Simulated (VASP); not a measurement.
# AlNi3 (Fm-3m) in VASP: a series of runs

Runs on AlNi3. Level: PBEsol. Tasks: single point.

Everything below comes from runs of VASP 6.6.1. Logs are shortened: lines on timing, memory, paths and dates and some standing lists are left out, and cuts for length are marked.

### 1 The cell of the first run

Symmetry: Fm-3m, No. 225, cubic system. Conventional cell: a = 5.604 Å, b = 5.604 Å, c = 5.604 Å, α = 90.00°, β = 90.00°, γ = 90.00°. Within 3.2 Å of Ni (site symmetry -43m) lie 4 Al at 2.43 Å and 10 Ni at 2.43 to 2.80 Å. Ni (site symmetry m-3m) has 8 Ni at 2.43 Å and 6 Al at 2.80 Å within 3.2 Å. Within 3.2 Å of Al (site symmetry m-3m) lie 14 Ni at 2.43 to 2.80 Å.

### 2 Single point, PBEsol, collinear spin, ferromagnetic start

INCAR reads:

```
SYSTEM = AlNi3
PREC = Accurate
ENCUT = 520
EDIFF = 1E-6
ISMEAR = -1
SIGMA = 0.05
LREAL = .False.
LASPH = .True.
NELM = 150
ALGO = Normal
ISIF = 2
LWAVE = .False.
LCHARG = .False.
ISPIN = 2
MAGMOM = 1.26667 1.26667 1.26667 0
LORBIT = 11
NUPDOWN = 3.8
LMAXMIX = 4
GGA = PS
NBANDS = 28
```

KPOINTS reads:

```
Automatic mesh
0
Gamma
  7 7 7
  0 0 0
```

POSCAR reads:

```
AlNi3
1.0
    0.0000000000      2.8018887551      2.8018887551
    2.8018887551      0.0000000000      2.8018887551
    2.8018887551      2.8018887551      0.0000000000
Ni Al
3 1
Direct
    0.7500000000      0.7500000000      0.7500000000
    0.0000000000      0.0000000000      0.0000000000
    0.2500000000      0.2500000000      0.2500000000
    0.5000000000      0.5000000000      0.5000000000
```

Potentials or basis: VASP PAW PBE potentials, release 64 (Ni, Al).

Run with:

```sh
$ cat potpaw_PBE.64/Ni/POTCAR potpaw_PBE.64/Al/POTCAR > POTCAR
$ mpirun -np 1 vasp_std > vasp.out
```

OUTCAR:

```text
SYSTEM = AlNi3
   PREC = Accurate
   ENCUT = 520
   EDIFF = 1E-6
   ISMEAR = -1
   LREAL = .False.
   LASPH = .True.
   NELM = 150
   ISIF = 2
   ISPIN = 2
   LORBIT = 11
   NUPDOWN = 3.8
   GGA = PS

 ion  position               nearest neighbor table
   1  0.750  0.750  0.750-   4 2.43   2 2.43   4 2.43   2 2.43   4 2.43   4 2.43   2 2.43   2 2.43
                             3 2.80   3 2.80   3 2.80   3 2.80   3 2.80   3 2.80
   2  0.000  0.000  0.000-   1 2.43   3 2.43   1 2.43   1 2.43   3 2.43   1 2.43   3 2.43   3 2.43
                             4 2.80   4 2.80   4 2.80   4 2.80   4 2.80   4 2.80
   3  0.250  0.250  0.250-   2 2.43   4 2.43   2 2.43   2 2.43   4 2.43   2 2.43   4 2.43   4 2.43
                             1 2.80   1 2.80   1 2.80   1 2.80   1 2.80   1 2.80
   4  0.500  0.500  0.500-   3 2.43   1 2.43   3 2.43   1 2.43   3 2.43   3 2.43   1 2.43   1 2.43
                             2 2.80   2 2.80   2 2.80   2 2.80   2 2.80   2 2.80

  LATTYP: Found a face centered cubic cell.
 ALAT       =     5.6037775102

  Lattice vectors:

 A1 = (   0.0000000000,   2.8018887551,   2.8018887551)
 A2 = (   2.8018887551,   0.0000000000,   2.8018887551)
 A3 = (   2.8018887551,   2.8018887551,   0.0000000000)

Analysis of symmetry for initial positions (statically):
=====================================================================
 Subroutine PRICEL returns:
 Original cell was already a primitive cell.

 Routine SETGRP: Setting up the symmetry group for a
 face centered cubic supercell.

 Subroutine GETGRP returns: Found 48 space group operations
 (whereof 48 operations were pure point group operations)
 out of a pool of 48 trial point group operations.

The static configuration has the point symmetry O_h .

Analysis of symmetry for dynamics (positions and initial velocities):
=====================================================================
 Subroutine PRICEL returns:
 Original cell was already a primitive cell.

 Routine SETGRP: Setting up the symmetry group for a
 face centered cubic supercell.

 Subroutine GETGRP returns: Found 48 space group operations
 (whereof 48 operations were pure point group operations)
 out of a pool of 48 trial point group operations.

The dynamic configuration has the point symmetry O_h .

Analysis of structural, dynamic, and magnetic symmetry:
=====================================================================
 Subroutine PRICEL returns:
 Original cell was already a primitive cell.

 Routine SETGRP: Setting up the symmetry group for a
 face centered cubic supercell.

 Subroutine GETGRP returns: Found 48 space group operations
 (whereof 48 operations were pure point group operations)
 out of a pool of 48 trial point group operations.

The overall configuration has the point symmetry O_h .

 Subroutine INISYM returns: Found 48 space group operations
 (whereof 48 operations are pure point group operations),
 and found     1 'primitive' translations

----------------------------------------------------------------------------------------

                                     Primitive cell

  volume of cell :      43.9929

  direct lattice vectors                    reciprocal lattice vectors
     0.000000000  2.801888755  2.801888755    -0.178451053  0.178451053  0.178451053
     2.801888755  0.000000000  2.801888755     0.178451053 -0.178451053  0.178451053
     2.801888755  2.801888755  0.000000000     0.178451053  0.178451053 -0.178451053

  length of vectors
     3.962469078  3.962469078  3.962469078     0.309086291  0.309086291  0.309086291

  position of ions in fractional coordinates (direct lattice)
     0.750000000  0.750000000  0.750000000
     0.000000000  0.000000000  0.000000000
     0.250000000  0.250000000  0.250000000
     0.500000000  0.500000000  0.500000000

  ion indices of the primitive-cell ions
   primitive index   ion index
                 1           1
                 2           2
                 3           3
                 4           4

----------------------------------------------------------------------------------------

 KPOINTS: Automatic mesh

Automatic generation of k-mesh.
 Grid dimensions read from file:
 generate k-points for:    7    7    7

 Generating k-lattice:

  Cartesian coordinates                     Fractional coordinates (reciprocal lattice)
    -0.025493008  0.025493008  0.025493008     0.142857143  0.000000000  0.000000000
     0.025493008 -0.025493008  0.025493008     0.000000000  0.142857143  0.000000000
     0.025493008  0.025493008 -0.025493008     0.000000000  0.000000000  0.142857143

  Length of vectors
     0.044155184  0.044155184  0.044155184

  Shift w.r.t. Gamma in fractional coordinates (k-lattice)
     0.000000000  0.000000000  0.000000000

 Subroutine IBZKPT returns following result:
 ===========================================

 Found     20 irreducible k-points:

 Following reciprocal coordinates:
            Coordinates               Weight
  0.000000  0.000000  0.000000      1.000000
  0.142857  0.000000  0.000000      8.000000
  0.285714  0.000000  0.000000      8.000000
  0.428571  0.000000  0.000000      8.000000
  0.142857  0.142857  0.000000      6.000000
  0.285714  0.142857  0.000000     24.000000
[... 12 lines left out ...]
 -0.428571  0.428571  0.142857     24.000000
 -0.285714  0.428571  0.142857     24.000000
   k-points           NKPTS =     20   k-points in BZ     NKDIM =     20   number of bands    NBANDS=     28
   number of dos      NEDOS =    301   number of ions     NIONS =      4
   total plane-waves  NPLWV =  27000
   dimension x,y,z NGX =    30 NGY =   30 NGZ =   30
   dimension x,y,z NGXF=    60 NGYF=   60 NGZF=   60
   ions per type =               3   1
   NGX,Y,Z   is equivalent  to a cutoff of  12.59, 12.59, 12.59 a.u.
   NGXF,Y,Z  is equivalent  to a cutoff of  25.17, 25.17, 25.17 a.u.
 SYSTEM =  AlNi3
   PREC   = accura    normal or accurate (medium, high low for compatibility)
   ISTART =      0    job   : 0-new  1-cont  2-samecut
   ICHARG =      2    charge: 1-file 2-atom 10-const
   ISPIN  =      2    spin polarized calculation?
   LNONCOLLINEAR =      F non collinear calculations
   LSORBIT =      F    spin-orbit coupling
   LASPH  =      T    aspherical Exc in radial PAW
   ENCUT  =  520.0 eV  38.22 Ry    6.18 a.u.   7.37  7.37  7.37*2*pi/ulx,y,z
   NELM   =    150;   NELMIN=  2; NELMDL= -5     # of ELM steps
   EDIFF  = 0.1E-05   stopping-criterion for ELM
   LREAL  =      F    real-space projection
   EDIFFG = 0.1E-04   stopping-criterion for IOM
   NSW    =      0    number of steps for IOM
   IBRION =     -1    ionic relax: 0-MD 1-quasi-New 2-CG
   NFREE  =      0    steps in history (QN), initial steepest desc. (CG)
   ISIF   =      2    stress and relaxation
   ISYM   =      2    0-nonsym 1-usesym 2-fastsym
   POTIM  = 0.5000    time-step for ionic-motion
   TEBEG  =    0.0;   TEEND  =   0.0 temperature during run
   PSTRESS=    0.0 pullay stress
   NELECT =      33.0000    total number of electrons
   NUPDOWN=       3.8000    fix difference up-down
   EMIN   =  10.00;   EMAX   =-10.00  energy-range for DOS
   EFERMI =   0.00;   METHOD = LEGACY
   ISMEAR =    -1;   SIGMA  =   0.05  broadening in eV -4-tet -1-fermi 0-gaus
   EFERMI_NEDOS =   21; number of points for ismear=-14 and -15
   IALGO  =     38    algorithm
   IMIX   =      4    mixing-type and parameters
     AMIX     =   0.40;   BMIX     =  1.00
     AMIX_MAG =   1.60;   BMIX_MAG =  1.00
  volume/ion in A,a.u.               =      11.00        74.22
  Fermi-wavevector in a.u.,A,eV,Ry     =   1.487483  2.810935 30.104316  2.212605
  Thomas-Fermi vector in A             =   2.600638
   LORBIT       =     11    0 simple, 1 ext, 2 COOP (PROOUT), +10 PAW based schemes
   GGA     = PS    functional components
   LHFCALC =     F    Hartree Fock is set to
   AEXX    =    0.0000 exact exchange contribution
   IVDW    =     0    specifies the selected vdW correction
   LEPSILON=     F    determine dielectric tensor
   LRPA    =     F    only Hartree local field effects (RPA)
 spin polarized calculation
  energy-cutoff  :      520.00
  volume of cell :       43.99
 maximum number of plane-waves:      1243
 NGX is ok and might be reduce to    30
   NGX = 15   NGY = 15   NGZ = 15

 number of electron      33.0000016 magnetization       3.8000002

 Free energy of the ion-electron system (eV)
  ---------------------------------------------------
  ext. energy  EPLUGINS =         0.00000000
  ---------------------------------------------------
  free energy    TOTEN  =       -22.15101739 eV

  energy without entropy =      -22.09037343  energy(sigma->0) =      -22.12069541

 E-fermi :   9.3509     XC(G=0): -12.9962

 val. band max:       11.7660835342   @ k =   0.4286   0.1429   0.0000
 cond. band min:       9.3571388148   @ k =   0.4286   0.1429   0.0000
 fundamental gap:     -2.4089447195
 Fermi energy:        11.8919542129

 spin component 1

 k-point     1 :       0.0000    0.0000    0.0000
  band No.  band energies     occupation
      1      -0.5613      1.00000
      2       5.3558      1.00000
      3       5.3558      1.00000
      4       5.6685      1.00000
      5       5.6685      1.00000
      6       5.6685      1.00000
[... 609 lines left out ...]
     27      25.4749      0.00000
     28      26.2813      0.00000
 Fermi energy:         9.3508985815

 spin component 2

 k-point     1 :       0.0000    0.0000    0.0000
  band No.  band energies     occupation
      1      -0.1831      1.00000
      2       6.2756      1.00000
      3       6.2756      1.00000
      4       6.4206      1.00000
      5       6.4206      1.00000
      6       6.4206      1.00000
[... 609 lines left out ...]
     27      25.8952      0.00000
     28      26.8297      0.00000

------------------------ aborting loop because EDIFF is reached ----------------------------------------

  FORCE on cell =-STRESS in cart. coord.  units (eV):
  Direction    XX          YY          ZZ          XY          YZ          ZX
  --------------------------------------------------------------------------------------
  -------------------------------------------------------------------------------------
  Total        2.7177014      2.7177014      2.7177014      0.0000000      0.0000000      0.0000000
  in kB       98.9759440     98.9759440     98.9759440      0.0000000      0.0000000      0.0000000
  external PRESSURE =      98.9759440 kB  Pullay stress =       0.0000000 kB

 VOLUME and BASIS-vectors are now :
 -----------------------------------------------------------------------------
  energy-cutoff  :      520.00
  volume of cell :       43.99
      direct lattice vectors                 reciprocal lattice vectors
     0.000000000  2.801888755  2.801888755    -0.178451053  0.178451053  0.178451053
     2.801888755  0.000000000  2.801888755     0.178451053 -0.178451053  0.178451053
     2.801888755  2.801888755  0.000000000     0.178451053  0.178451053 -0.178451053

 POSITION                                       TOTAL-FORCE (eV/Angst)
 -----------------------------------------------------------------------------------
      4.20283      4.20283      4.20283        -0.000000     -0.000000     -0.000000
      0.00000      0.00000      0.00000         0.000000      0.000000      0.000000
      1.40094      1.40094      1.40094         0.000000     -0.000000      0.000000
      2.80189      2.80189      2.80189         0.000000      0.000000      0.000000
 -----------------------------------------------------------------------------------
    total drift:                                0.000000     -0.000000      0.000000

  FREE ENERGIE OF THE ION-ELECTRON SYSTEM (eV)
  ---------------------------------------------------
  free  energy   TOTEN  =       -22.1510173903 eV

  energy  without entropy=      -22.0903734252  energy(sigma->0) =      -22.12069541

 total charge

# of ion       s       p       d       tot
------------------------------------------
    1        0.514   0.600   8.305   9.419
    2        0.511   0.593   8.244   9.348
    3        0.514   0.600   8.305   9.419
    4        0.404   0.441   0.000   0.844
--------------------------------------------------
tot          1.944   2.233  24.854  29.031

 magnetization (x)

# of ion       s       p       d       tot
------------------------------------------
    1        0.037   0.097   0.963   1.097
    2        0.021   0.090   1.104   1.214
    3        0.037   0.097   0.963   1.097
    4        0.017   0.069   0.000   0.085
--------------------------------------------------
tot          0.112   0.353   3.029   3.494
```

It took 34 s on 1 thread of Intel Xeon 6975P-C (Granite Rapids), shared host; peak memory 0.2 GiB.

What came out:

```yaml
Free_energy: -22.1510 eV
Pressure: 9.9 GPa
Net_moment: 3.80 μB per cell
Site_moments: Ni +1.10, +1.21; Al +0.09 μB
Valence_electrons_inside_the_program's_atomic_spheres: Ni 9.42, 9.35; Al 0.84
```

Caveat: the PAW data sets were made with another functional, which shifts forces and pressure a little; the total moment is fixed, so each spin has its own Fermi level.

### 3 Single point, PBEsol, collinear spin, ferromagnetic start

INCAR reads:

```
ALGO = Normal
EDIFF = 1E-7
ENCUT = 520
GGA = PS
ISIF = 2
ISMEAR = -1
ISPIN = 2
LASPH = True
LCHARG = False
LMAXMIX = 4
LORBIT = 11
LREAL = False
LWAVE = False
MAGMOM = 1.5 1.5 1.5 0
NBANDS = 28
NELM = 150
NUPDOWN = 4.5
PREC = Accurate
SIGMA = 0.05
```

KPOINTS reads:

```
k-points
0
Gamma
  7 7 7
```

POSCAR is that of step 2.

Potentials or basis: VASP PAW PBE potentials, release 64 (Ni, Al).

Run with:

```sh
$ cat potpaw_PBE.64/Ni/POTCAR potpaw_PBE.64/Al/POTCAR > POTCAR
$ mpirun -np 1 vasp_std > vasp.out
```

Run time: 37 s. Hardware: 1 thread of Intel Xeon 6975P-C (Granite Rapids), shared host; peak memory 0.19 GiB.

Results (log left out):

```yaml
Free_energy: -21.0635 eV
Pressure: 13.8 GPa
Net_moment: 4.50 μB per cell
Site_moments: Ni +1.28, +1.39; Al +0.12 μB
Valence_electrons_inside_the_program's_atomic_spheres: Ni 9.40, 9.33; Al 0.85
```

Caveat: the PAW data sets were made with another functional, which shifts forces and pressure a little; the total moment is fixed, so each spin has its own Fermi level.

### 4 Single point, PBEsol, collinear spin, ferromagnetic start

INCAR reads:

```
  PREC = Accurate
  ENCUT = 520
  EDIFF = 1E-6
  ISMEAR = -1
  SIGMA = 0.05
  LREAL = False
  LASPH = True
  NELM = 150
  ALGO = Normal
  ISIF = 2
  LWAVE = False
  LCHARG = False
  ISPIN = 2
  MAGMOM = 2 2 2 0
  LORBIT = 11
  NUPDOWN = 6.0
  LMAXMIX = 4
  GGA = PS
  NBANDS = 28
```

KPOINTS reads:

```
Automatic mesh
0
Gamma
  7 7 7
```

POSCAR is that of step 3.

Run with:

```sh
$ cat potpaw_PBE.64/Ni/POTCAR potpaw_PBE.64/Al/POTCAR > POTCAR
$ mpirun -np 1 vasp_std > vasp.out
```

Wall time 37 s (1 thread of Intel Xeon 6975P-C (Granite Rapids), shared host); peak memory 0.2 GiB.

Results (log left out):

```yaml
Free_energy: -17.5438 eV
Pressure: 27.6 GPa
Net_moment: 6.00 μB per cell
Site_moments: Ni +1.67, +1.76; Al +0.20 μB
Valence_electrons_inside_the_program's_atomic_spheres: Ni 9.37, 9.28; Al 0.87
```

Caveat: the PAW data sets were made with another functional, which shifts forces and pressure a little; the total moment is fixed, so each spin has its own Fermi level.

### 5 Single point, PBEsol, collinear spin, ferromagnetic start

This run uses another cell than the first one, of 9.77 Å³/atom, 0.888 times its volume.

INCAR reads:

```
  ALGO = Fast
  EDIFF = 1E-7
  ENCUT = 520
  GGA = PS
  ISIF = 2
  ISMEAR = -1
  ISPIN = 2
  LASPH = True
  LCHARG = False
  LMAXMIX = 4
  LORBIT = 11
  LREAL = False
  LWAVE = False
  MAGMOM = 1 1 1 0
  NBANDS = 28
  NELM = 150
  PREC = Accurate
  SIGMA = 0.05
```

KPOINTS reads:

```
k-points
0
Gamma
  8 8 8
```

POSCAR reads:

```
AlNi3
1.0
    0.0000000000      2.6931316156      2.6931316156
    2.6931316156      0.0000000000      2.6931316156
    2.6931316156      2.6931316156      0.0000000000
Ni Al
3 1
Direct
    0.7500000000      0.7500000000      0.7500000000
    0.0000000000      0.0000000000      0.0000000000
    0.2500000000      0.2500000000      0.2500000000
    0.5000000000      0.5000000000      0.5000000000
```

Run with:

```sh
$ cat potpaw_PBE.64/Ni/POTCAR potpaw_PBE.64/Al/POTCAR > POTCAR
$ mpirun -np 1 vasp_std > vasp.out
```

It took 48 s on 1 thread of Intel Xeon 6975P-C (Granite Rapids), shared host; peak memory 0.19 GiB.

It converged, with:

* Free energy: -23.6854 eV
* Pressure: 30.0 GPa
* Net moment: 0.00 μB per cell
* Valence electrons inside the program's atomic spheres: Ni 9.71, 9.66; Al 0.90

Levels at points of the mesh, in eV from the Fermi level:
Spin up:
```csv
k point,band 14,band 15,band 16,band 17,band 18,band 19
"(0.00, 0.00, 0.00)",-0.65,-0.60,-0.60,5.83,5.83,5.83
"(0.50, 0.00, 0.00)",-0.75,-0.55,-0.55,-0.15,4.63,4.63
"(0.50, 0.50, 0.00)",-0.87,-0.69,-0.41,-0.41,-0.39,0.00
```
Spin down:
| k point | band 13 | band 14 | band 15 | band 16 | band 17 | band 18 | band 19 | band 20 |
| --- | --- | --- | --- | --- | --- | --- | --- | --- |
| (0.00, 0.00, 0.00) | -0.65 | -0.65 | -0.60 | -0.60 | 5.83 | 5.83 | 5.83 | 6.57 |
| (0.50, 0.00, 0.00) | -0.75 | -0.75 | -0.55 | -0.55 | -0.15 | 4.63 | 4.63 | 5.39 |
| (0.50, 0.50, 0.00) | -1.24 | -0.87 | -0.69 | -0.41 | -0.41 | -0.39 | 0.00 | 4.85 |

Caveat: the PAW data sets were made with another functional, which shifts forces and pressure a little.

### 6 Overview

```tsv
fixed moment (μB)	cell	k mesh	pressure (GPa)	moment (μB)
3.8	a = 3.962 Å, angles 60.0°, 4 atoms	7 × 7 × 7	9.9	3.80
4.5	a = 3.962 Å, angles 60.0°, 4 atoms	7 × 7 × 7	13.8	4.50
6.0	a = 3.962 Å, angles 60.0°, 4 atoms	7 × 7 × 7	27.6	6.00
-	a = 3.809 Å, angles 60.0°, 4 atoms	8 × 8 × 8	30.0	0.00
```

Alike in all rows: task single point; level PBEsol; potentials or basis VASP PAW PBE potentials, release 64 (Ni, Al); spin collinear, ferromagnetic start; cutoff (eV) 520; smearing fermi-dirac 0.05 eV.

Caveats: the PAW data sets were made with another functional, which shifts forces and pressure a little; the total moment is fixed, so each spin has its own Fermi level (some runs).

Total energies depend on the potentials used, so only differences within one code and one set of settings carry meaning.
